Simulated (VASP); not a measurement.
# Pd (Fm-3m) in VASP: notebook

Pd is run at these levels: PBEsol; tasks: single point, relaxation of cell and atoms.

Program: VASP 6.6.1. These are calculated values, not measurements. Logs are shortened: lines on timing, memory, paths and dates and some standing lists are left out, and cuts for length are marked.

### 1 The cell of the first run

Symmetry: Fm-3m, No. 225, cubic system. Conventional cell: a = 3.875 Å, b = 3.875 Å, c = 3.875 Å, α = 90.00°, β = 90.00°, γ = 90.00°. Within 3.6 Å of Pd (site symmetry m-3m) lie 12 Pd at 2.74 Å.

### 2 Single point, PBEsol

File INCAR:

```
SYSTEM = Pd
  ALGO = Normal
  EDIFF = 1E-6
  ENCUT = 520
  GGA = PS
  ISIF = 2
  ISMEAR = 1
  LASPH = .TRUE.
  LCHARG = .FALSE.
  LREAL = .FALSE.
  LWAVE = .FALSE.
  NBANDS = 11
  NELM = 80
  PREC = Accurate
  SIGMA = 0.1
```

File KPOINTS:

```
k-points
0
G
  19 19 19
  0 0 0
```

File POSCAR:

```
Pd
1.0
    0.0000000000      1.9377206256      1.9377206256
    1.9377206256      0.0000000000      1.9377206256
    1.9377206256      1.9377206256      0.0000000000
Pd
1
Direct
    0.0000000000      0.0000000000      0.0000000000
```

Potentials or basis: VASP PAW PBE potentials, release 64 (Pd).

The run is started by

```
> cat potpaw_PBE.64/Pd/POTCAR > POTCAR
> mpirun -np 1 vasp_std > vasp.out
```

OUTCAR:

```text
SYSTEM = Pd
   EDIFF = 1E-6
   ENCUT = 520
   GGA = PS
   ISIF = 2
   ISMEAR = 1
   LASPH = .TRUE.
   LREAL = .FALSE.
   NELM = 80
   PREC = Accurate

 ion  position               nearest neighbor table
   1  0.000  0.000  0.000-

  LATTYP: Found a face centered cubic cell.
 ALAT       =     3.8754412512

  Lattice vectors:

 A1 = (   0.0000000000,   1.9377206256,   1.9377206256)
 A2 = (   1.9377206256,   0.0000000000,   1.9377206256)
 A3 = (   1.9377206256,   1.9377206256,   0.0000000000)

Analysis of symmetry for initial positions (statically):
=====================================================================
 Subroutine PRICEL returns:
 Original cell was already a primitive cell.

 Routine SETGRP: Setting up the symmetry group for a
 face centered cubic supercell.

 Subroutine GETGRP returns: Found 48 space group operations
 (whereof 48 operations were pure point group operations)
 out of a pool of 48 trial point group operations.

The static configuration has the point symmetry O_h .

Analysis of symmetry for dynamics (positions and initial velocities):
=====================================================================
 Subroutine PRICEL returns:
 Original cell was already a primitive cell.

 Routine SETGRP: Setting up the symmetry group for a
 face centered cubic supercell.

 Subroutine GETGRP returns: Found 48 space group operations
 (whereof 48 operations were pure point group operations)
 out of a pool of 48 trial point group operations.

The dynamic configuration has the point symmetry O_h .

 Subroutine INISYM returns: Found 48 space group operations
 (whereof 48 operations are pure point group operations),
 and found     1 'primitive' translations

----------------------------------------------------------------------------------------

                                     Primitive cell

  volume of cell :      14.5514

  direct lattice vectors                    reciprocal lattice vectors
     0.000000000  1.937720626  1.937720626    -0.258035133  0.258035133  0.258035133
     1.937720626  0.000000000  1.937720626     0.258035133 -0.258035133  0.258035133
     1.937720626  1.937720626  0.000000000     0.258035133  0.258035133 -0.258035133

  length of vectors
     2.740350789  2.740350789  2.740350789     0.446929961  0.446929961  0.446929961

  position of ions in fractional coordinates (direct lattice)
     0.000000000  0.000000000  0.000000000

  ion indices of the primitive-cell ions
   primitive index   ion index
                 1           1

----------------------------------------------------------------------------------------

 KPOINTS: k-points

Automatic generation of k-mesh.
 Grid dimensions read from file:
 generate k-points for:   19   19   19

 Generating k-lattice:

  Cartesian coordinates                     Fractional coordinates (reciprocal lattice)
    -0.013580796  0.013580796  0.013580796     0.052631579  0.000000000  0.000000000
     0.013580796 -0.013580796  0.013580796     0.000000000  0.052631579  0.000000000
     0.013580796  0.013580796 -0.013580796     0.000000000  0.000000000  0.052631579

  Length of vectors
     0.023522630  0.023522630  0.023522630

  Shift w.r.t. Gamma in fractional coordinates (k-lattice)
     0.000000000  0.000000000  0.000000000

 Subroutine IBZKPT returns following result:
 ===========================================

 Found    220 irreducible k-points:

 Following reciprocal coordinates:
            Coordinates               Weight
  0.000000  0.000000  0.000000      1.000000
  0.052632  0.000000  0.000000      8.000000
  0.105263  0.000000  0.000000      8.000000
  0.157895  0.000000  0.000000      8.000000
  0.210526  0.000000  0.000000      8.000000
  0.263158  0.000000  0.000000      8.000000
[... 16 lines left out ...]
 -0.315789  0.052632  0.000000     24.000000
 -0.263158  0.052632  0.000000     24.000000
 [... further k-points ...]
   k-points           NKPTS =    220   k-points in BZ     NKDIM =    220   number of bands    NBANDS=     11
   number of dos      NEDOS =    301   number of ions     NIONS =      1
   total plane-waves  NPLWV =   8000
   dimension x,y,z NGX =    20 NGY =   20 NGZ =   20
   dimension x,y,z NGXF=    40 NGYF=   40 NGZF=   40
   ions per type =               1
   NGX,Y,Z   is equivalent  to a cutoff of  12.13, 12.13, 12.13 a.u.
   NGXF,Y,Z  is equivalent  to a cutoff of  24.27, 24.27, 24.27 a.u.
 SYSTEM =  Pd
   PREC   = accura    normal or accurate (medium, high low for compatibility)
   ISTART =      0    job   : 0-new  1-cont  2-samecut
   ICHARG =      2    charge: 1-file 2-atom 10-const
   ISPIN  =      1    spin polarized calculation?
   LNONCOLLINEAR =      F non collinear calculations
   LSORBIT =      F    spin-orbit coupling
   LASPH  =      T    aspherical Exc in radial PAW
   ENCUT  =  520.0 eV  38.22 Ry    6.18 a.u.   5.10  5.10  5.10*2*pi/ulx,y,z
   NELM   =     80;   NELMIN=  2; NELMDL= -5     # of ELM steps
   EDIFF  = 0.1E-05   stopping-criterion for ELM
   LREAL  =      F    real-space projection
   EDIFFG = 0.1E-04   stopping-criterion for IOM
   NSW    =      0    number of steps for IOM
   IBRION =     -1    ionic relax: 0-MD 1-quasi-New 2-CG
   NFREE  =      0    steps in history (QN), initial steepest desc. (CG)
   ISIF   =      2    stress and relaxation
   ISYM   =      2    0-nonsym 1-usesym 2-fastsym
   POTIM  = 0.5000    time-step for ionic-motion
   TEBEG  =    0.0;   TEEND  =   0.0 temperature during run
   PSTRESS=    0.0 pullay stress
   NELECT =      10.0000    total number of electrons
   NUPDOWN=      -1.0000    fix difference up-down
   EMIN   =  10.00;   EMAX   =-10.00  energy-range for DOS
   EFERMI =   0.00;   METHOD = LEGACY
   ISMEAR =     1;   SIGMA  =   0.10  broadening in eV -4-tet -1-fermi 0-gaus
   EFERMI_NEDOS =   21; number of points for ismear=-14 and -15
   IALGO  =     38    algorithm
   IMIX   =      4    mixing-type and parameters
     AMIX     =   0.40;   BMIX     =  1.00
     AMIX_MAG =   1.60;   BMIX_MAG =  1.00
  volume/ion in A,a.u.               =      14.55        98.20
  Fermi-wavevector in a.u.,A,eV,Ry     =   1.444687  2.730062 28.396986  2.087120
  Thomas-Fermi vector in A             =   2.562954
   LORBIT       =      0    0 simple, 1 ext, 2 COOP (PROOUT), +10 PAW based schemes
   GGA     = PS    functional components
   LHFCALC =     F    Hartree Fock is set to
   AEXX    =    0.0000 exact exchange contribution
   IVDW    =     0    specifies the selected vdW correction
   LEPSILON=     F    determine dielectric tensor
   LRPA    =     F    only Hartree local field effects (RPA)
 non-spin polarized calculation
 Methfessel and Paxton  Order N= 1 SIGMA  =   0.10
  energy-cutoff  :      520.00
  volume of cell :       14.55
 maximum number of plane-waves:       400
   NGX = 11   NGY = 11   NGZ = 11

 number of electron      10.0000002 magnetization

 Free energy of the ion-electron system (eV)
  ---------------------------------------------------
  ext. energy  EPLUGINS =         0.00000000
  ---------------------------------------------------
  free energy    TOTEN  =        -5.95745264 eV

  energy without entropy =       -5.95660685  energy(sigma->0) =       -5.95717071

 E-fermi :   9.8645     XC(G=0): -13.4636

 val. band max:        9.8636370198   @ k =   0.4737   0.1053   0.0000
 cond. band min:       9.8654837645   @ k =  -0.3684   0.4211   0.2105
 fundamental gap:      0.0018467447
 Fermi energy:         9.8644815036

 k-point     1 :       0.0000    0.0000    0.0000
  band No.  band energies     occupation
      1       2.5051      2.00000
      2       6.9404      2.00000
      3       6.9404      2.00000
      4       6.9404      2.00000
      5       8.6101      2.00000
      6       8.6101      2.00000
      7      26.9832      0.00000
      8      31.8313      0.00000
      9      31.8313      0.00000
     10      31.8313      0.00000
     11      35.9194      0.00000

 k-point     2 :       0.0526    0.0000    0.0000
  band No.  band energies     occupation
      1       2.6074      2.00000
      2       6.9027      2.00000
      3       6.9767      2.00000
      4       6.9767      2.00000
      5       8.5922      2.00000
      6       8.5922      2.00000
      7      27.0969      0.00000
      8      31.1383      0.00000
      9      31.9519      0.00000
     10      31.9519      0.00000
     11      35.9638      0.00000

 k-point     3 :       0.1053    0.0000    0.0000
  band No.  band energies     occupation
      1       2.9043      2.00000
      2       6.8062      2.00000
      3       7.0730      2.00000
      4       7.0730      2.00000
      5       8.5526      2.00000
      6       8.5526      2.00000
      7      27.3683      0.00000
      8      29.6973      0.00000
      9      32.2969      0.00000
     10      32.2969      0.00000
     11      35.9963      0.00000

 k-point     4 :       0.1579    0.0000    0.0000
  band No.  band energies     occupation
      1       3.3592      2.00000
      2       6.7048      2.00000
      3       7.1879      2.00000
      4       7.1879      2.00000
      5       8.5367      2.00000
      6       8.5367      2.00000
      7      27.3031      0.00000
      8      28.4039      0.00000
      9      32.8102      0.00000
     10      32.8102      0.00000
     11      36.0709      0.00000
[... 239 lines left out ...]
 k-point    22 :      -0.3684    0.0526    0.0000
  band No.  band energies     occupation
      1       4.5548      2.00000
      2       6.9669      2.00000
      3       7.0469      2.00000
      4       8.6019      2.00000
      5       9.3703      2.00000
      6      10.1957     -0.00003
      7      19.5648      0.00000
      8      26.8605      0.00000
      9      30.7829      0.00000
     10      32.3343      0.00000
     11      35.9616      0.00000

 k-point    23 :      -0.3158    0.0526    0.0000
  band No.  band energies     occupation
      1       4.5818      2.00000
      2       7.0715      2.00000
      3       7.1482      2.00000
      4       7.7871      2.00000
      5       9.0296      2.00000
      6       9.6659      2.01671
      7      21.4114      0.00000
      8      27.3182      0.00000
      9      31.3341      0.00000
     10      33.5727      0.00000
     11      35.6956      0.00000

 k-point    24 :      -0.2632    0.0526    0.0000
  band No.  band energies     occupation
      1       4.4775      2.00000
      2       6.9958      2.00000
      3       7.2448      2.00000
      4       7.2537      2.00000
      5       8.6944      2.00000
      6       9.2539      2.00000
      7      23.3577      0.00000
      8      27.8099      0.00000
      9      31.9403      0.00000
     10      34.8637      0.00000
     11      34.9657      0.00000

 [... further k-points ...]
[... 5 lines left out ...]
  --------------------------------------------------------------------------------------
  -------------------------------------------------------------------------------------
  Total       -0.0280982     -0.0280982     -0.0280982      0.0000000      0.0000000      0.0000000
  in kB       -3.0937488     -3.0937488     -3.0937488      0.0000000      0.0000000      0.0000000
  external PRESSURE =      -3.0937488 kB  Pullay stress =       0.0000000 kB

 VOLUME and BASIS-vectors are now :
 -----------------------------------------------------------------------------
  energy-cutoff  :      520.00
  volume of cell :       14.55
      direct lattice vectors                 reciprocal lattice vectors
     0.000000000  1.937720626  1.937720626    -0.258035133  0.258035133  0.258035133
     1.937720626  0.000000000  1.937720626     0.258035133 -0.258035133  0.258035133
     1.937720626  1.937720626  0.000000000     0.258035133  0.258035133 -0.258035133

 POSITION                                       TOTAL-FORCE (eV/Angst)
 -----------------------------------------------------------------------------------
      0.00000      0.00000      0.00000         0.000000      0.000000      0.000000
 -----------------------------------------------------------------------------------
    total drift:                               -0.000000     -0.000000     -0.000000

  FREE ENERGIE OF THE ION-ELECTRON SYSTEM (eV)
  ---------------------------------------------------
  free  energy   TOTEN  =        -5.9574526358 eV

  energy  without entropy=       -5.9566068457  energy(sigma->0) =       -5.95717071
```

Wall time 22 s (1 thread of AMD EPYC 7R43 (Zen 3), shared host); peak memory 0.12 GiB.

What came out:

```yaml
Free_energy: -5.9575 eV
Pressure: -0.3 GPa
Band_gap_on_the_k_mesh: zero (band 5 reaches 10.14 eV, above the bottom of band 6 at 8.54 eV)
```

Caveat: the PAW data sets were made with another functional, which shifts forces and pressure a little.

### 3 Relaxation of cell and atoms, PBEsol

This run uses another cell than the first one, of 14.75 Å³/atom, 1.014 times its volume.

File INCAR:

```
SYSTEM = Pd
PREC = Accurate
ENCUT = 600
EDIFF = 1E-6
ISMEAR = 1
SIGMA = 0.1
LREAL = .False.
LASPH = .True.
NELM = 80
ALGO = Normal
ISIF = 3
LWAVE = .False.
LCHARG = .False.
GGA = PS
IBRION = 2
NSW = 80
EDIFFG = -0.02
```

File KPOINTS:

```
regular mesh
0
Gamma
  19 19 19
  0 0 0
```

File POSCAR:

```
Pd
1.0
    0.0000000000      1.9465000000      1.9465000000
    1.9465000000      0.0000000000      1.9465000000
    1.9465000000      1.9465000000      0.0000000000
Pd
1
Direct
    0.0000000000      0.0000000000      0.0000000000
```

Potentials or basis: VASP PAW PBE potentials, release 64 (Pd).

The run is started by

```
> cat potpaw_PBE.64/Pd/POTCAR > POTCAR
> mpirun -np 1 vasp_std > vasp.out
```

OUTCAR:

```text
SYSTEM = Pd
   PREC = Accurate
   ENCUT = 600
   EDIFF = 1E-6
   ISMEAR = 1
   LREAL = .False.
   LASPH = .True.
   NELM = 80
   ISIF = 3
   GGA = PS
   IBRION = 2
   NSW = 80
   EDIFFG = -0.02

 ion  position               nearest neighbor table
   1  0.000  0.000  0.000-

  LATTYP: Found a face centered cubic cell.
 ALAT       =     3.8930000000

  Lattice vectors:

 A1 = (   0.0000000000,   1.9465000000,   1.9465000000)
 A2 = (   1.9465000000,   0.0000000000,   1.9465000000)
 A3 = (   1.9465000000,   1.9465000000,   0.0000000000)

Analysis of symmetry for initial positions (statically):
=====================================================================
 Subroutine PRICEL returns:
 Original cell was already a primitive cell.

 Routine SETGRP: Setting up the symmetry group for a
 face centered cubic supercell.

 Subroutine GETGRP returns: Found 48 space group operations
 (whereof 48 operations were pure point group operations)
 out of a pool of 48 trial point group operations.

The static configuration has the point symmetry O_h .

Analysis of symmetry for dynamics (positions and initial velocities):
[... 167 lines left out ...]
  --------------------------------------------------------------------------------------
  -------------------------------------------------------------------------------------
  Total       -0.2753134     -0.2753134     -0.2753134      0.0000000      0.0000000      0.0000000
  in kB      -29.9050629    -29.9050629    -29.9050629      0.0000000      0.0000000      0.0000000
  external PRESSURE =     -29.9050629 kB  Pullay stress =       0.0000000 kB
[... 22 lines left out ...]
--------------------------------------- Ionic step        2  -------------------------------------------

 number of electron      10.0000002 magnetization

 E-fermi :  10.3295     XC(G=0): -13.6298

 val. band max:       10.3292549546   @ k =  -0.2632   0.4211   0.1579
 cond. band min:      10.3307416913   @ k =   0.4737   0.1053   0.0000
 fundamental gap:      0.0014867367
 Fermi energy:        10.3295276135

 k-point     1 :       0.0000    0.0000    0.0000
  band No.  band energies     occupation
      1       2.7570      2.00000
      2       7.2766      2.00000
      3       7.2766      2.00000
      4       7.2766      2.00000
      5       9.0201      2.00000
      6       9.0201      2.00000
      7      27.4513      0.00000
      8      32.4530      0.00000
      9      32.4530      0.00000
[... 310 lines left out ...]
--------------------------------------- Ionic step        3  -------------------------------------------

 number of electron      10.0000000 magnetization

 Free energy of the ion-electron system (eV)
  ---------------------------------------------------
  ext. energy  EPLUGINS =         0.00000000
  ---------------------------------------------------
  free energy    TOTEN  =        -5.95798117 eV

  energy without entropy =       -5.95713681  energy(sigma->0) =       -5.95769971

 E-fermi :   9.8923     XC(G=0): -13.4736

 val. band max:        9.8915954006   @ k =   0.4737   0.1053   0.0000
 cond. band min:       9.8933721749   @ k =  -0.3684   0.4211   0.2105
 fundamental gap:      0.0017767743
 Fermi energy:         9.8922979120

 k-point     1 :       0.0000    0.0000    0.0000
  band No.  band energies     occupation
      1       2.5204      2.00000
      2       6.9603      2.00000
      3       6.9603      2.00000
      4       6.9603      2.00000
      5       8.6345      2.00000
      6       8.6345      2.00000
      7      27.0118      0.00000
      8      31.8693      0.00000
      9      31.8693      0.00000
[... 304 lines left out ...]
  FREE ENERGIE OF THE ION-ELECTRON SYSTEM (eV)
  ---------------------------------------------------
  free  energy   TOTEN  =        -5.9579811665 eV

  energy  without entropy=       -5.9571368070  energy(sigma->0) =       -5.95769971

 reached required accuracy - stopping structural energy minimisation
```

OSZICAR:

```text
N       E                     dE             d eps       ncg     rms          rms(c)
DAV:   1     0.424501104987E+02    0.42450E+02   -0.57617E+03  3976   0.117E+03
DAV:   2    -0.593493218171E+01   -0.48385E+02   -0.47151E+02  4270   0.205E+02
[... 20 lines left out ...]
DAV:   1    -0.603587184076E+01   -0.83797E-01   -0.15444E+00  4016   0.142E+01    0.188E+00
DAV:   2    -0.595835373907E+01    0.77518E-01   -0.38925E-01  3993   0.570E+00    0.529E-01
DAV:   3    -0.595792743400E+01    0.42631E-03   -0.21174E-03  4545   0.362E-01    0.317E-01
DAV:   4    -0.595797273829E+01   -0.45304E-04   -0.87338E-04  4401   0.269E-01    0.182E-02
DAV:   5    -0.595798067211E+01   -0.79338E-05   -0.23026E-05  4581   0.377E-02    0.971E-03
DAV:   6    -0.595798116646E+01   -0.49435E-06   -0.20784E-06  3784   0.145E-02
   3 F= -.59579812E+01 E0= -.59576997E+01  d E =-.212745E-02
```

CONTCAR:

```text
Pd
   1.00000000000000
     0.0000000000000000    1.9366684904831035    1.9366684904831035
     1.9366684904831035    0.0000000000000000    1.9366684904831035
     1.9366684904831035    1.9366684904831035    0.0000000000000000
  Pd
     1
Direct
     0.0000000000000000    0.0000000000000000    0.0000000000000000

  0.00000000E+00  0.00000000E+00  0.00000000E+00
```

Wall time 60 s (1 thread of AMD EPYC 7R43 (Zen 3), shared host); peak memory 0.15 GiB.

What came out:

| Property | Result |
| --- | --- |
| Free energy | -5.9580 eV |
| Relaxed volume | 14.53 Å³/atom |
| Relaxed cell | a = 2.739 Å, b = 2.739 Å, c = 2.739 Å, α = 60.00°, β = 60.00°, γ = 60.00° |
| Space group after relaxing (to 0.05 Å) | Fm-3m (No. 225) |
| Energy gained by relaxing | 2.1 meV/atom |
| Ionic steps | 3 |
| Pressure after relaxing | 0.0 GPa |
| Band gap on the k mesh | zero (band 5 reaches 10.17 eV, above the bottom of band 6 at 8.56 eV) |

The path:
```
step  energy change (eV)  largest force (eV/Å)  pressure (GPa)  volume (Å³)
   1              0.0000                0.0000           -2.99        14.75
   2              0.0038                0.0000            5.47        14.17
   3             -0.0021                0.0000           -0.01        14.53
```

Final structure:
```
Pd
1.0
     0.00000    1.93667    1.93667
     1.93667    0.00000    1.93667
     1.93667    1.93667    0.00000
Pd
1
Direct
  0.00000 0.00000 0.00000
```

Caveat: the PAW data sets were made with another functional, which shifts forces and pressure a little.
